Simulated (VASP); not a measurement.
Set up this calculation in VASP 6.6.1, as the native input.

```yaml
Task: single point
Functional: PBE
Potentials_or_basis: VASP PAW PBE potentials, release 64 (Sn_d, O)
Cutoff: 520 eV
k_mesh: 6 × 6 × 4
Occupations: fermi-dirac, width 0.1 eV
Spin: no spin polarisation
Dipole_correction: no
Further_INCAR_settings: ALGO = Normal; EDIFF = 1e-06; NBANDS = 28
```

The structure of SnO (Romarchite) lies in POSCAR:

```
SnO
1.0
    3.8973087786      0.0000000000      0.0000000000
    0.0000000000      3.8973087786      0.0000000000
    0.0000000000      0.0000000000      4.9665909376
Sn O
2 2
Direct
    0.5000000000      0.0000000000      0.2369000000
    0.0000000000      0.5000000000      0.7631000000
    0.0000000000      0.0000000000      0.0000000000
    0.5000000000      0.5000000000      0.0000000000
```

The input as run:

INCAR

```
ALGO = Normal
EDIFF = 1E-6
ENCUT = 520
GGA = PE
ISIF = 2
ISMEAR = -1
LASPH = T
LCHARG = T
LELF = T
LREAL = F
LVHAR = T
LWAVE = F
NBANDS = 28
NELM = 60
PREC = Accurate
SIGMA = 0.1
```

KPOINTS

```
k-points
0
Gamma
  6 6 4
```

Potentials or basis: VASP PAW PBE potentials, release 64 (Sn_d, O).

Command:

```console
$ cat potpaw_PBE.64/Sn_d/POTCAR potpaw_PBE.64/O/POTCAR > POTCAR
$ mpirun -np 1 vasp_std > vasp.out
```

Results of the run:

| Property | Result |
| --- | --- |
| Pressure | -2.0 GPa |
| Largest force | 0.416 eV/Å |
| Band gap on the k mesh | 0.34 eV, indirect (least direct gap 1.99 eV) |

Caveat: spin-orbit coupling is left out, which moves the levels of the heavy elements.

It took 54 s on 1 thread of Intel(R) Xeon(R) Platinum 8488C (Sapphire Rapids), with other jobs on the host, peak memory 0.21 GiB.
